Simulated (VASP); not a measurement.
GaAs, 2 atoms in the cell. The structure is cubic, space group F-43m (No. 216). The conventional cell has a = 5.654 Å, b = 5.654 Å, c = 5.654 Å, α = 90.00°, β = 90.00°, γ = 90.00°. As (site symmetry -43m) has 4 Ga at 2.45 Å within 3.2 Å. Ga (site symmetry -43m) has 4 As at 2.45 Å within 3.2 Å. 

* Program: VASP 6.6.1
* Task: single point
* Functional: PBEsol
* Potentials or basis: VASP PAW PBE potentials, release 64 (As, Ga_d)
* Cutoff: 520 eV
* k mesh: 6 × 6 × 6
* Occupations: fermi-dirac, width 0.05 eV
* Spin: no spin polarisation
* Dipole correction: no
* Further INCAR settings: ALGO = Normal; EDIFF = 1e-06; NBANDS = 16

Potentials or basis: VASP PAW PBE potentials, release 64 (As, Ga_d).

Launch:

```sh
$ cat potpaw_PBE.64/As/POTCAR potpaw_PBE.64/Ga_d/POTCAR > POTCAR
$ mpirun -np 1 vasp_std > vasp.out
```

Hardware: 1 thread of Intel(R) Xeon(R) Platinum 8488C (Sapphire Rapids), with other jobs on the host.

Problem. How long does it take, and how much memory?

Solution. It took 9.6 s on 1 thread of Intel(R) Xeon(R) Platinum 8488C (Sapphire Rapids) (shared host), peak memory 0.16 GiB. Counts: scf iterations 12, k points 16.
